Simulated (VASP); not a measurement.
Write the native input for VASP 6.6.1 that does the following.

```yaml
Task: single point
Functional: PBEsol
Potentials_or_basis: VASP PAW PBE potentials, release 64 (Se, Zn)
Cutoff: 520 eV
k_mesh: 8 × 8 × 8
Occupations: fermi-dirac, width 0.05 eV
Spin: no spin polarisation
Dipole_correction: no
Further_INCAR_settings: ALGO = Normal; EDIFF = 1e-07; NBANDS = 16
```

The structure of ZnSe lies in POSCAR:

```
ZnSe
1.0
    0.0000000000      2.7089489943      2.7089489943
    2.7089489943      0.0000000000      2.7089489943
    2.7089489943      2.7089489943      0.0000000000
Se Zn
1 1
Direct
    0.7500000000      0.7500000000      0.7500000000
    0.0000000000      0.0000000000      0.0000000000
```

The input as run:

INCAR

```
PREC = Accurate
ENCUT = 520
EDIFF = 1E-7
ISMEAR = -1
SIGMA = 0.05
LREAL = F
LASPH = T
NELM = 100
ALGO = Normal
ISIF = 2
LWAVE = F
LCHARG = F
GGA = PS
NBANDS = 16
```

KPOINTS

```
regular mesh
0
Gamma
  8 8 8
```

Potentials or basis: VASP PAW PBE potentials, release 64 (Se, Zn).

Launch:

```bash
$ cat potpaw_PBE.64/Se/POTCAR potpaw_PBE.64/Zn/POTCAR > POTCAR
$ mpirun -np 1 vasp_std > vasp.out
```

It gave:

```json
{"Pressure": "10.4 GPa", "Band gap on the k mesh": "1.74 eV"}
```

Caveat: the cell stands under pressure; the PAW data sets were made with another functional, which shifts forces and pressure a little.

Wall time 23 s on 1 thread of AMD EPYC 7R13, on a shared host, peak memory 0.14 GiB.
